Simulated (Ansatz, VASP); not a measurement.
**Two plane-wave programs on Rh**

The input POSCAR:

```
Rh
1.0
    0.0000000000      1.9015500000      1.9490887500
    1.9015500000      0.0000000000      1.9490887500
    1.9015500000      1.9015500000      0.0000000000
Rh
1
Direct
    0.0000000000      0.0000000000      0.0000000000
```

The input INCAR.step1:

```
  ALGO = Normal
  EDIFF = 1E-4
  ENCUT = 520
  GGA = PE
  ISMEAR = 0
  LASPH = True
  LCHARG = False
  LREAL = False
  LWAVE = True
  NBANDS = 14
  NELM = 60
  PREC = Accurate
  SIGMA = 0.15
```

The input INCAR.step2:

```
  ALGO = Normal
  EDIFF = 1E-6
  ENCUT = 520
  ISIF = 2
  ISMEAR = 0
  ISTART = 1
  LASPH = True
  LCHARG = True
  LELF = True
  LMIXTAU = True
  LREAL = False
  LVHAR = True
  LWAVE = False
  METAGGA = R2SCAN
  NBANDS = 14
  NELM = 60
  PREC = Accurate
  SIGMA = 0.15
```

Contents of KPOINTS:

```
k-points
0
Gamma
  22 22 22
```

Input for Ansatz:

```yaml
crystal:
  lattice:
    - [0.0, 1.90155, 1.94908875]
    - [1.90155, 0.0, 1.94908875]
    - [1.90155, 1.90155, 0.0]
  atoms:
    - { symbol: Rh, position: [0.0, 0.0, 0.0] }
basis:
  ecutwfc: 500
kpoints:
  mp_grid: { grid: [22, 22, 22] }
hamiltonian:
  xc: r2scan
scf:
  occupations: { method: gaussian, width: 0.15 }
output:
  forces: true
  stress: true
  eigenvalues: true
```

Change from the starting cell: strain +0.000 along x and y, +0.025 along z, atoms carried along.

Alike in both runs: task single point; functional r2SCAN; k mesh 22 × 22 × 22; occupations gaussian, width 0.15 eV; no spin polarisation.

|  | VASP | Ansatz |
| --- | --- | --- |
| version | VASP 6.6.1 | Ansatz 0.2.0 |
| potentials or method | VASP PAW PBE potentials, release 64 (Rh_pv), cutoff 520 eV | scalar-relativistic, plane waves, PAW |
| valence electrons in the cell | 15 | 17 |

```csv
,VASP,Ansatz,Ansatz less VASP
gap on the k mesh at the Fermi level (eV),none,none,-
pressure (GPa),-5.8,-7.0,-1.22
"traceless stress, the component that is largest in VASP (GPa)",-3.81,-3.79,+0.021
```

VASP's potentials were made for PBE, not for r2SCAN. A gap of «none» marks a metal or a gap that the smearing closes. VASP's potentials hold 15 valence electrons a cell and Ansatz's 17, so a difference there can come from the potentials and not from the codes.
